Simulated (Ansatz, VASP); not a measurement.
**BAs in VASP and in Ansatz**

POSCAR

```
BAs
1.0
    0.0000000000      1.9596994489      1.9596994489
    1.9596994489      0.0000000000      1.9596994489
    1.9596994489      1.9596994489      0.0000000000
B As
1 1
Direct
    0.0000000000      0.0000000000      0.0000000000
    0.2500000000      0.2500000000      0.2500000000
```

Contents of INCAR.step1:

```
SYSTEM = BAs
  PREC = Accurate
  ENCUT = 520
  ISMEAR = -1
  SIGMA = 0.05
  LREAL = .False.
  LASPH = .True.
  NELM = 80
  NBANDS = 11
  GGA = PE
  ALGO = Normal
  EDIFF = 1E-4
  LWAVE = .True.
  LCHARG = .False.
```

File INCAR.step2:

```
SYSTEM = BAs
  PREC = Accurate
  ENCUT = 520
  EDIFF = 1E-6
  ISMEAR = -1
  SIGMA = 0.05
  LREAL = .False.
  LASPH = .True.
  NELM = 80
  ALGO = Normal
  ISIF = 2
  LWAVE = .False.
  LCHARG = .False.
  METAGGA = R2SCAN
  LMIXTAU = .True.
  NBANDS = 11
  ISTART = 1
```

KPOINTS

```
regular mesh
0
Gamma
  15 15 15
  0 0 0
```

Input for Ansatz:

```yaml
crystal:
  lattice:
    - [0.0, 1.9596994489, 1.9596994489]
    - [1.9596994489, 0.0, 1.9596994489]
    - [1.9596994489, 1.9596994489, 0.0]
  atoms:
    - { symbol: B, position: [0.0, 0.0, 0.0] }
    - { symbol: As, position: [0.25, 0.25, 0.25] }
kpoints:
  mp_grid: { grid: [15, 15, 15] }
  band_path:
    path:
      - [0.0, 0.0, 0.0]
      - [-0.5, -0.5, 0.0]
      - [-0.375, -0.375, 0.25]
      - [-0.375, 0.0, 0.375]
      - [0.0, 0.0, 0.0]
      - [0.0, 0.0, 0.5]
      - [-0.5, -0.25, 0.25]
      - [-0.5, -0.5, 0.0]
    npoints: 8
scf:
  occupations: { method: fermi_dirac, width: 0.05 }
hamiltonian:
  xc: r2scan
  pseudopotentials: { kind: paw }
output:
  forces: true
  stress: true
  eigenvalues: true
  populations: true
  dos: { projected: true, de: 0.2, e_range: [-14, 8] }
```

Change from the starting cell: volume scaled by 0.55, PAW files.

Alike in both runs: task single point; functional r2SCAN; k mesh 15 × 15 × 15; occupations fermi-dirac, width 0.05 eV; no spin polarisation.

|  | VASP | Ansatz |
| --- | --- | --- |
| version | VASP 6.6.1 | Ansatz 0.2.0 |
| potentials or method | VASP PAW PBE potentials, release 64 (B, As) | PAW with Ansatz's default frozen-core files, scalar-relativistic |
| plane-wave cutoff (eV) | 520 | 500 |
| valence electrons in the cell | 8 | 18 |

|  | VASP | Ansatz | Ansatz less VASP |
| --- | --- | --- | --- |
| pressure (GPa) | 276.9 | 268.5 | -8.41 |

VASP's potentials were made for PBE, not for r2SCAN. Both programs put the cell under a high pressure, so it lies far from rest at this level. VASP's potentials hold 8 valence electrons a cell and Ansatz's 18, so a difference there can come from the potentials and not from the codes.

Noted on VASP's run: the cell as given lies far from equilibrium.
